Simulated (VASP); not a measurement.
## Re: single point with PBEsol

The system is Re.

```
Re
1.0
     2.80279    0.00000    0.00000
    -1.40140    2.42729    0.00000
     0.00000    0.00000    9.05648
Re
4
Direct
  0.66667 0.33333 0.75000
  0.00000 0.00000 0.50000
  0.33333 0.66667 0.25000
  0.00000 0.00000 0.00000
```

- Program: VASP 6.6.1
- Task: single point
- Functional: PBEsol
- Potentials or basis: VASP PAW PBE potentials, release 64 (Re)
- Cutoff: 520 eV
- k mesh: 11 × 11 × 3
- Occupations: fermi-dirac, width 0.05 eV
- Spin: no spin polarisation
- Dipole correction: no
- Further INCAR settings: ALGO = Normal; EDIFF = 1e-06; NBANDS = 22

```yaml
Pressure: -20.1 GPa
Band_gap_on_the_k_mesh: zero (band 14 reaches 8.26 eV, above the bottom of band 15 at 6.02 eV)
```

Stress tensor (GPa, compression positive):
```
-20.16   0.00   0.00
  0.00 -20.16   0.00
  0.00   0.00 -20.01
```

Levels at points of the mesh, in eV from the Fermi level:
```
           k point  band 11  band 12  band 13  band 14  band 15  band 16  band 17  band 18
(0.00, 0.00, 0.00)    -1.53    -1.13    -1.13    -1.03    -1.03     0.43     0.61     0.61
```

Wall time 46 s on 1 thread of Intel(R) Xeon(R) Platinum 8259CL CPU @ 2.50GHz (Skylake/Cascade Lake) (shared host), peak memory 0.2 GiB.

Caveat: the PAW data sets were made with another functional, which shifts forces and pressure a little; spin-orbit coupling is left out, which moves the levels of the heavy elements.
